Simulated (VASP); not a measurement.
# C in VASP: further runs, part 2 of 2

VASP 6.6.1.

### 4 Relaxation of cell and atoms, BLYP+D3(BJ)

INCAR reads:

```
AGGAC = 1.0 ; AGGAX = 1.0
ALDAC = 0.0 ; ALDAX = 1.0
ALGO = Normal ; EDIFF = 1E-7
EDIFFG = -0.03 ; ENCUT = 600
GGA = B5 ; GGA_COMPAT = F
IBRION = 2 ; ISIF = 3
ISMEAR = -1 ; IVDW = 12
LASPH = T ; LCHARG = F
LREAL = F ; LWAVE = F
NELM = 120 ; NELMIN = 4
NSW = 80 ; PREC = Accurate
SIGMA = 0.1 ; VDW_A1 = 0.4298
VDW_A2 = 4.2359 ; VDW_S6 = 1.0
VDW_S8 = 2.6996
```

KPOINTS reads:

```
k-points
0
Gamma
  13 13 4
```

POSCAR reads:

```
C
1.0
    2.4561701600      0.0000000000      0.0000000000
   -1.2280850800      2.1271057600      0.0000000000
    0.0000000000      0.0000000000      8.5238033600
C
2
Direct
    0.3333333333      0.6666666667      0.0000000000
    0.6666666667      0.3333333333      0.0000000000
```

Potentials or basis: VASP PAW PBE potentials, release 64 (C).

Launch:

```bash
$ cat potpaw_PBE.64/C/POTCAR > POTCAR
$ mpirun -np 1 vasp_std > vasp.out
```

OUTCAR:

```text
EDIFF = 1E-7
   EDIFFG = -0.03
   ENCUT = 600
   GGA = B5
   IBRION = 2
   ISIF = 3
   ISMEAR = -1
   IVDW = 12
   LASPH = T
   LREAL = F
   NELM = 120
   NELMIN = 4
   NSW = 80
   PREC = Accurate
 IVDW          = 12

 ion  position               nearest neighbor table
   1  0.333  0.667  0.000-   2 1.42   2 1.42   2 1.42
   2  0.667  0.333  0.000-   1 1.42   1 1.42   1 1.42

  LATTYP: Found a hexagonal cell.
 ALAT       =     2.4561701600
 C/A-ratio  =     3.4703635354

  Lattice vectors:

 A1 = (   2.4561701600,   0.0000000000,   0.0000000000)
 A2 = (  -1.2280850800,   2.1271057600,   0.0000000000)
 A3 = (   0.0000000000,   0.0000000000,   8.5238033600)

Analysis of symmetry for initial positions (statically):
=====================================================================
 Subroutine PRICEL returns:
 Original cell was already a primitive cell.

 Routine SETGRP: Setting up the symmetry group for a
 hexagonal supercell.

 Subroutine GETGRP returns: Found 24 space group operations
 (whereof 24 operations were pure point group operations)
 out of a pool of 24 trial point group operations.

The static configuration has the point symmetry D_6h.

Analysis of symmetry for dynamics (positions and initial velocities):
=====================================================================
 Subroutine PRICEL returns:
 Original cell was already a primitive cell.

 Routine SETGRP: Setting up the symmetry group for a
 hexagonal supercell.

 Subroutine GETGRP returns: Found 24 space group operations
 (whereof 24 operations were pure point group operations)
 out of a pool of 24 trial point group operations.

The dynamic configuration has the point symmetry D_6h.

 Subroutine INISYM returns: Found 24 space group operations
 (whereof 24 operations are pure point group operations),
 and found     1 'primitive' translations

----------------------------------------------------------------------------------------

                                     Primitive cell

  volume of cell :      44.5329

  direct lattice vectors                    reciprocal lattice vectors
[... 97 lines left out ...]
   PSTRESS=    0.0 pullay stress
   NELECT =       8.0000    total number of electrons
   NUPDOWN=      -1.0000    fix difference up-down
   EMIN   =  10.00;   EMAX   =-10.00  energy-range for DOS
   EFERMI =   0.00;   METHOD = LEGACY
   ISMEAR =    -1;   SIGMA  =   0.10  broadening in eV -4-tet -1-fermi 0-gaus
   EFERMI_NEDOS =   21; number of points for ismear=-14 and -15
   IALGO  =     38    algorithm
   IMIX   =      4    mixing-type and parameters
     AMIX     =   0.40;   BMIX     =  1.00
     AMIX_MAG =   1.60;   BMIX_MAG =  1.00
  volume/ion in A,a.u.               =      22.27       150.26
  Fermi-wavevector in a.u.,A,eV,Ry     =   0.923729  1.745594 11.609511  0.853275
  Thomas-Fermi vector in A             =   2.049397
   LORBIT       =      0    0 simple, 1 ext, 2 COOP (PROOUT), +10 PAW based schemes
   GGA     = B5    functional components
   LHFCALC =     F    Hartree Fock is set to
   AEXX    =    0.0000 exact exchange contribution
   IVDW    =    12    specifies the selected vdW correction
   LEPSILON=     F    determine dielectric tensor
   LRPA    =     F    only Hartree local field effects (RPA)
 conjugate gradient relaxation of ions
 non-spin polarized calculation
  energy-cutoff  :      600.00
  volume of cell :       44.53
 maximum number of plane-waves:      1518
 NGX is ok and might be reduce to    20
   NGX =  9   NGY =  9   NGZ = 35

--------------------------------------- Ionic step        1  -------------------------------------------

 number of electron       7.9999999 magnetization

 Free energy of the ion-electron system (eV)
  ---------------------------------------------------
  ext. energy  EPLUGINS =         0.00000000
  ---------------------------------------------------
  free energy    TOTEN  =       -17.34725648 eV

  energy without entropy =      -17.34720025  energy(sigma->0) =      -17.34722836

------------------------ aborting loop because EDIFF is reached ----------------------------------------

 Edisp (eV)   -0.36902

 E8    (eV) :    -0.2284
[... 71 lines left out ...]
--------------------------------------- Ionic step        3  -------------------------------------------

 number of electron       8.0000000 magnetization

 Free energy of the ion-electron system (eV)
  ---------------------------------------------------
  ext. energy  EPLUGINS =         0.00000000
  ---------------------------------------------------
  free energy    TOTEN  =       -17.35408729 eV

  energy without entropy =      -17.35402401  energy(sigma->0) =      -17.35405565

 E-fermi :  -0.4089     XC(G=0):  -4.7067

 val. band max:       -1.1674462161   @ k =   0.3077   0.3077   0.0000
 cond. band min:       0.3518023974   @ k =   0.3077   0.3077   0.5000
 fundamental gap:      1.5192486135
 Fermi energy:        -0.4089366450

 k-point     1 :       0.0000    0.0000    0.0000
  band No.  band energies     occupation
      1     -19.7826      2.00000
      2      -7.9432      2.00000
      3      -3.6147      2.00000
      4      -3.6147      2.00000
      5       2.4435      0.00000
      6       4.7611      0.00000
      7       6.4620      0.00000
      8       7.8936      0.00000
[... 243 lines left out ...]
 k-point    24 :       0.1538    0.0000    0.2500
  band No.  band energies     occupation
      1     -19.2318      2.00000
      2      -7.2851      2.00000
      3      -5.5478      2.00000
      4      -4.5724      2.00000
      5       3.3915      0.00000
      6       4.8238      0.00000
      7       7.8852      0.00000
      8       8.1665      0.00000

 [... further k-points ...]

------------------------ aborting loop because EDIFF is reached ----------------------------------------

 Edisp (eV)   -0.36805

 E8    (eV) :    -0.2279
[... 25 lines left out ...]
  FREE ENERGIE OF THE ION-ELECTRON SYSTEM (eV)
  ---------------------------------------------------
  free  energy   TOTEN  =       -17.7221421642 eV

  energy  without entropy=      -17.7220788834  energy(sigma->0) =      -17.72211052

 reached required accuracy - stopping structural energy minimisation
```

OSZICAR:

```text
N       E                     dE             d eps       ncg     rms          rms(c)
DAV:   1     0.359628903452E+02    0.35963E+02   -0.40194E+03  1008   0.893E+02
DAV:   2    -0.167574103216E+02   -0.52720E+02   -0.48352E+02  1360   0.147E+02
DAV:   3    -0.187746055746E+02   -0.20172E+01   -0.20172E+01  1392   0.390E+01
[... 46 lines left out ...]
DAV:   8    -0.173540882369E+02   -0.13649E-04   -0.83981E-05  1040   0.101E-01    0.324E-03
DAV:   9    -0.173540859801E+02    0.22569E-05   -0.19245E-05  1152   0.409E-02    0.106E-03
DAV:  10    -0.173540864953E+02   -0.51520E-06   -0.33774E-06  1032   0.148E-02    0.262E-04
DAV:  11    -0.173540873396E+02   -0.84435E-06   -0.20581E-06  1104   0.162E-02    0.140E-04
DAV:  12    -0.173540872950E+02    0.44636E-07   -0.42753E-07  1032   0.533E-03
   3 F= -.17722142E+02 E0= -.17722111E+02  d E =-.586633E-02
```

CONTCAR:

```text
C
   1.00000000000000
     2.4722160805535913    0.0000000000000000    0.0000000000000000
    -1.2361080402767957    2.1410019349327949   -0.0000000000000000
     0.0000000000000000   -0.0000000000000000    8.5207507206418125
  C
     2
Direct
     0.3333333332999970    0.6666666667000030    0.0000000000000000
     0.6666666667000030    0.3333333332999970    0.0000000000000000

  0.00000000E+00  0.00000000E+00  0.00000000E+00
  0.00000000E+00  0.00000000E+00  0.00000000E+00
```

Run time: 65 s. Hardware: 1 thread of Intel Xeon Platinum 8559C (Emerald Rapids), shared host; peak memory 0.18 GiB.

Results:

* Free energy: -17.7221 eV
* Relaxed cell: a = 2.472 Å, b = 2.472 Å, c = 8.521 Å, α = 90.00°, β = 90.00°, γ = 120.00°
* Space group after relaxing (to 0.05 Å): P6/mmm (No. 191)
* Energy gained by relaxing: 2.9 meV/atom
* Ionic steps: 3
* Band gap on the k mesh: 1.52 eV, direct
* Dispersion energy per atom: -0.184 eV

The path:
```csv
step,energy change (eV),largest force (eV/Å),pressure (GPa),volume (Å³)
1,0.0000,0.0000,2.15,44.53
2,0.0275,0.0000,-4.88,46.48
3,-0.0059,0.0000,-0.10,45.10
```

Final structure:
```xyz
2
Lattice="2.4722 0.0000 0.0000 -1.2361 2.1410 0.0000 0.0000 0.0000 8.5208" Properties=species:S:1:pos:R:3 pbc="T T T"
C     0.0000    1.4273    0.0000
C     1.2361    0.7137    0.0000
```

Levels at points of the mesh, in eV from the valence-band top:
```
           k point  band 1  band 2  band 3  band 4  band 5  band 6  band 7  band 8
(0.00, 0.00, 0.00)  -18.62   -6.78   -2.45   -2.45    3.61    5.93    7.63    9.06
(0.00, 0.00, 0.50)  -18.62   -6.78   -2.45   -2.45    4.29    4.46    9.06    9.55
```

Caveat: the PAW data sets were made with another functional, which shifts forces and pressure a little.

### 5 Overview

| level | potentials or basis | gap on the mesh (eV) | relaxed volume (Å³/atom) |
| --- | --- | --- | --- |
| PBEsol+D3(BJ) | VASP PAW PBE potentials, release 64 (C) | 1.55 | 22.32 |
| LDA | VASP PAW LDA potentials, release 64 (C) | 1.57 | 22.07 |
| BLYP+D3(BJ) | VASP PAW PBE potentials, release 64 (C) | 1.52 | 22.55 |

Alike in all rows: task relaxation of cell and atoms; no spin polarisation; cell relaxed; k mesh 13 × 13 × 4; cutoff (eV) 600; smearing fermi-dirac 0.1 eV.

Caveats: the PAW data sets were made with another functional, which shifts forces and pressure a little (some runs).

Total energies depend on the potentials used, so only differences within one code and one set of settings carry meaning.
